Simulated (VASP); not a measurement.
# V (Fd-3m) in VASP: notebook, part 2 of 3

VASP 6.6.1. Earlier steps stand in the parts before.

## 4. Relaxation of cell and atoms, PBE, target pressure 130 GPa, at which the enthalpy is minimised

Input file INCAR:

```
SYSTEM = V
PREC = Accurate
ENCUT = 600
EDIFF = 1E-6
ISMEAR = -1
SIGMA = 0.1
LREAL = .FALSE.
LASPH = .TRUE.
NELM = 80
ALGO = Normal
ISIF = 3
LWAVE = .FALSE.
LCHARG = .FALSE.
GGA = PE
IBRION = 2
NSW = 32
EDIFFG = -0.005
PSTRESS = 1300.0
```

Input file KPOINTS:

```
regular mesh
0
G
  15 15 15
  0 0 0
```

Input file POSCAR:

```
V
1.0
    0.0000000000      2.1646847486      2.1646847486
    2.1646847486      0.0000000000      2.1646847486
    2.1646847486      2.1646847486      0.0000000000
V
2
Direct
   -0.1250000000     -0.1250000000     -0.1250000000
    0.1250000000      0.1250000000      0.1250000000
```

Potentials or basis: VASP PAW PBE potentials, release 64 (V_sv).

Launch:

```bash
$ cat potpaw_PBE.64/V_sv/POTCAR > POTCAR
$ mpirun -np 1 vasp_std > vasp.out
```

OUTCAR:

```text
SYSTEM = V
   PREC = Accurate
   ENCUT = 600
   EDIFF = 1E-6
   ISMEAR = -1
   LREAL = .FALSE.
   LASPH = .TRUE.
   NELM = 80
   ISIF = 3
   GGA = PE
   IBRION = 2
   NSW = 32
   EDIFFG = -0.005
   PSTRESS = 1300.0

 ion  position               nearest neighbor table
   1  0.875  0.875  0.875-   2 1.87   2 1.87   2 1.87   2 1.87
   2  0.125  0.125  0.125-   1 1.87   1 1.87   1 1.87   1 1.87

  LATTYP: Found a face centered cubic cell.
 ALAT       =     4.3293694972

  Lattice vectors:

 A1 = (   0.0000000000,   2.1646847486,   2.1646847486)
 A2 = (   2.1646847486,   0.0000000000,   2.1646847486)
 A3 = (   2.1646847486,   2.1646847486,   0.0000000000)

Analysis of symmetry for initial positions (statically):
=====================================================================
 Subroutine PRICEL returns:
 Original cell was already a primitive cell.

 Routine SETGRP: Setting up the symmetry group for a
 face centered cubic supercell.

 Subroutine GETGRP returns: Found 48 space group operations
 (whereof 12 operations were pure point group operations)
 out of a pool of 48 trial point group operations.

The static configuration has the point symmetry D_3d.
 The point group associated with its full space group is O_h .

Analysis of symmetry for dynamics (positions and initial velocities):
=====================================================================
 Subroutine PRICEL returns:
 Original cell was already a primitive cell.

 Routine SETGRP: Setting up the symmetry group for a
 face centered cubic supercell.

 Subroutine GETGRP returns: Found 48 space group operations
 (whereof 12 operations were pure point group operations)
 out of a pool of 48 trial point group operations.

The dynamic configuration has the point symmetry D_3d.
 The point group associated with its full space group is O_h .

 Subroutine INISYM returns: Found 48 space group operations
 (whereof 12 operations are pure point group operations),
 and found     1 'primitive' translations

----------------------------------------------------------------------------------------

                                     Primitive cell

  volume of cell :      20.2868

  direct lattice vectors                    reciprocal lattice vectors
     0.000000000  2.164684749  2.164684749    -0.230980516  0.230980516  0.230980516
     2.164684749  0.000000000  2.164684749     0.230980516 -0.230980516  0.230980516
     2.164684749  2.164684749  0.000000000     0.230980516  0.230980516 -0.230980516

  length of vectors
     3.061326530  3.061326530  3.061326530     0.400069989  0.400069989  0.400069989

  position of ions in fractional coordinates (direct lattice)
     0.875000000  0.875000000  0.875000000
     0.125000000  0.125000000  0.125000000

  ion indices of the primitive-cell ions
   primitive index   ion index
                 1           1
                 2           2

----------------------------------------------------------------------------------------

 KPOINTS: regular mesh
[... 49 lines left out ...]
 [... further k-points ...]
   k-points           NKPTS =    120   k-points in BZ     NKDIM =    120   number of bands    NBANDS=     17
   number of dos      NEDOS =    301   number of ions     NIONS =      2
   total plane-waves  NPLWV =  13824
   dimension x,y,z NGX =    24 NGY =   24 NGZ =   24
   dimension x,y,z NGXF=    48 NGYF=   48 NGZF=   48
   ions per type =               2
   NGX,Y,Z   is equivalent  to a cutoff of  13.03, 13.03, 13.03 a.u.
   NGXF,Y,Z  is equivalent  to a cutoff of  26.07, 26.07, 26.07 a.u.
 SYSTEM =  V
   PREC   = accura    normal or accurate (medium, high low for compatibility)
   ISTART =      0    job   : 0-new  1-cont  2-samecut
   ICHARG =      2    charge: 1-file 2-atom 10-const
   ISPIN  =      1    spin polarized calculation?
   LNONCOLLINEAR =      F non collinear calculations
   LSORBIT =      F    spin-orbit coupling
   LASPH  =      T    aspherical Exc in radial PAW
   ENCUT  =  600.0 eV  44.10 Ry    6.64 a.u.   6.11  6.11  6.11*2*pi/ulx,y,z
   NELM   =     80;   NELMIN=  2; NELMDL= -5     # of ELM steps
   EDIFF  = 0.1E-05   stopping-criterion for ELM
   LREAL  =      F    real-space projection
   EDIFFG = -.5E-02   stopping-criterion for IOM
   NSW    =     32    number of steps for IOM
   IBRION =      2    ionic relax: 0-MD 1-quasi-New 2-CG
   NFREE  =      1    steps in history (QN), initial steepest desc. (CG)
   ISIF   =      3    stress and relaxation
   ISYM   =      2    0-nonsym 1-usesym 2-fastsym
   POTIM  = 0.5000    time-step for ionic-motion
   TEBEG  =    0.0;   TEEND  =   0.0 temperature during run
   PSTRESS= 1300.0 pullay stress
   NELECT =      26.0000    total number of electrons
   NUPDOWN=      -1.0000    fix difference up-down
   EMIN   =  10.00;   EMAX   =-10.00  energy-range for DOS
   EFERMI =   0.00;   METHOD = LEGACY
   ISMEAR =    -1;   SIGMA  =   0.10  broadening in eV -4-tet -1-fermi 0-gaus
   EFERMI_NEDOS =   21; number of points for ismear=-14 and -15
   IALGO  =     38    algorithm
   IMIX   =      4    mixing-type and parameters
     AMIX     =   0.40;   BMIX     =  1.00
     AMIX_MAG =   1.60;   BMIX_MAG =  1.00
  volume/ion in A,a.u.               =      10.14        68.45
  Fermi-wavevector in a.u.,A,eV,Ry     =   1.778257  3.360419 43.024335  3.162199
  Thomas-Fermi vector in A             =   2.843487
   LORBIT       =      0    0 simple, 1 ext, 2 COOP (PROOUT), +10 PAW based schemes
   GGA     = PE    functional components
   LHFCALC =     F    Hartree Fock is set to
   AEXX    =    0.0000 exact exchange contribution
   IVDW    =     0    specifies the selected vdW correction
   LEPSILON=     F    determine dielectric tensor
   LRPA    =     F    only Hartree local field effects (RPA)
 conjugate gradient relaxation of ions
 non-spin polarized calculation
  energy-cutoff  :      600.00
  volume of cell :       20.29
 maximum number of plane-waves:       690
   NGX = 13   NGY = 13   NGZ = 13

--------------------------------------- Ionic step        1  -------------------------------------------

 number of electron      26.0000013 magnetization

 Free energy of the ion-electron system (eV)
  ---------------------------------------------------
  ext. energy  EPLUGINS =         0.00000000
  ---------------------------------------------------
  free energy    TOTEN  =        -8.67596018 eV

  energy without entropy =       -8.59958258  energy(sigma->0) =       -8.63777138

------------------------ aborting loop because EDIFF is reached ----------------------------------------

  FORCE on cell =-STRESS in cart. coord.  units (eV):
  Direction    XX          YY          ZZ          XY          YZ          ZX
  --------------------------------------------------------------------------------------
  -------------------------------------------------------------------------------------
  Total       19.4881935     19.4881935     19.4881935      0.0000000      0.0000000      0.0000000
  in kB     1539.1048168   1539.1048168   1539.1048168      0.0000000      0.0000000      0.0000000
  external PRESSURE =     239.1048168 kB  Pullay stress =    1300.0000000 kB
[... 97 lines left out ...]
  energy  without entropy=       -9.3745465035  energy(sigma->0) =       -9.41650375

  enthalpy is  TOTEN    =         7.7260868113 eV   P V=       17.1845478039

[... ionic steps 4 to 17 ...]

--------------------------------------- Ionic step       18  -------------------------------------------

 number of electron      25.9999985 magnetization

------------------------ aborting loop because EDIFF is reached ----------------------------------------
[... 71 lines left out ...]
--------------------------------------- Ionic step       20  -------------------------------------------

 number of electron      25.9999985 magnetization

 Free energy of the ion-electron system (eV)
  ---------------------------------------------------
  ext. energy  EPLUGINS =         0.00000000
  ---------------------------------------------------
  free energy    TOTEN  =        -9.39630839 eV

  energy without entropy =       -9.31300894  energy(sigma->0) =       -9.35465866

 E-fermi :  13.6281     XC(G=0): -13.8421

 val. band max:       13.6264764860   @ k =  -0.3333   0.4000   0.0667
 cond. band min:      13.6672002706   @ k =  -0.2667   0.2667   0.0667
 fundamental gap:      0.0407237846
 Fermi energy:        13.6280946643

 k-point     1 :       0.0000    0.0000    0.0000
  band No.  band energies     occupation
      1     -51.6123      2.00000
      2     -48.2801      2.00000
      3     -25.5610      2.00000
      4     -25.5610      2.00000
      5     -25.5610      2.00000
      6     -22.6446      2.00000
[... 457 lines left out ...]
      4     -25.8376      2.00000
      5     -25.3523      2.00000
      6     -22.8243      2.00000
[... 9 lines left out ...]
     16      16.0459      0.00000
     17      16.1941      0.00000

 [... further k-points ...]
[... 5 lines left out ...]
  --------------------------------------------------------------------------------------
  -------------------------------------------------------------------------------------
  Total       17.1265598     17.1265598     17.1265598     -0.0000000     -0.0000000      0.0000000
  in kB     1300.3512531   1300.3512531   1300.3512531     -0.0000000     -0.0000000      0.0000000
  external PRESSURE =       0.3512531 kB  Pullay stress =    1300.0000000 kB
[... 21 lines left out ...]
  energy  without entropy=       -9.3130089367  energy(sigma->0) =       -9.35465866

  enthalpy is  TOTEN    =         7.7256251789 eV   P V=       17.1219335654

 reached required accuracy - stopping structural energy minimisation
```

CONTCAR:

```text
V
   1.00000000000000
    -0.0000000000000000    2.1932931420432946    2.1932931420432937
     2.1932931420432946    0.0000000000000000    2.1932931420432937
     2.1932931420432946    2.1932931420432946    0.0000000000000000
  V
     2
Direct
     0.8750000000000000    0.8750000000000000    0.8750000000000000
     0.1250000000000000    0.1250000000000000    0.1250000000000000

  0.00000000E+00  0.00000000E+00  0.00000000E+00
  0.00000000E+00  0.00000000E+00  0.00000000E+00
```

Run time: 79 s. Hardware: 1 thread of Intel Xeon 6975P-C (Granite Rapids), shared host; peak memory 0.18 GiB.

Results:

```
Free energy                                            : -9.3963 eV
Relaxed volume                                         : 10.55 Å³/atom
Relaxed cell                                           : a = 3.102 Å, b = 3.102 Å, c = 3.102 Å, α = 60.00°, β = 60.00°, γ = 60.00°
Space group after relaxing (to 0.05 Å)                 : Fd-3m (No. 227)
Energy change on relaxing (the enthalpy is what falls) : -360.2 meV/atom
Ionic steps                                            : 20
Pressure after relaxing                                : 130.0 GPa
Band gap on the k mesh                                 : zero (band 13 reaches 14.56 eV, above the bottom of band 14 at 11.79 eV)
```

Step by step:
```tsv
step	energy change (eV)	largest force (eV/Å)	pressure (GPa)	volume (Å³)
1	0.0000	0.0000	153.91	20.29
2	-2.9441	0.0000	59.62	25.06
3	-0.7825	0.0000	128.13	21.18
4	-0.7276	0.0000	129.82	21.11
5	-0.7141	0.0000	130.13	21.09
6	-0.7142	0.0000	130.24	21.09
7	-0.7144	0.0000	130.25	21.09
8	-0.7144	0.0000	130.24	21.09
9	-0.7144	0.0000	130.24	21.09
10	-0.7144	0.0000	130.24	21.09
11	-0.7145	0.0000	130.24	21.09
12	-0.7145	0.0000	130.24	21.09
13	-0.7145	0.0000	130.24	21.09
14	-0.7145	0.0000	130.24	21.09
15	-0.7146	0.0000	130.24	21.09
16	-0.7148	0.0000	130.24	21.10
17	-0.7152	0.0000	130.23	21.10
18	-0.7159	0.0000	130.22	21.10
19	-0.7174	0.0000	130.14	21.10
20	-0.7203	0.0000	130.04	21.10
```

Final structure:
```
CELL_PARAMETERS angstrom
0.00000 2.19329 2.19329
2.19329 0.00000 2.19329
2.19329 2.19329 0.00000
ATOMIC_POSITIONS crystal
V 0.87500 0.87500 0.87500
V 0.12500 0.12500 0.12500
```

Caveat: the cell is relaxed towards a set pressure, so the enthalpy falls and the energy may rise.

(Continued in part 3 of 3.)
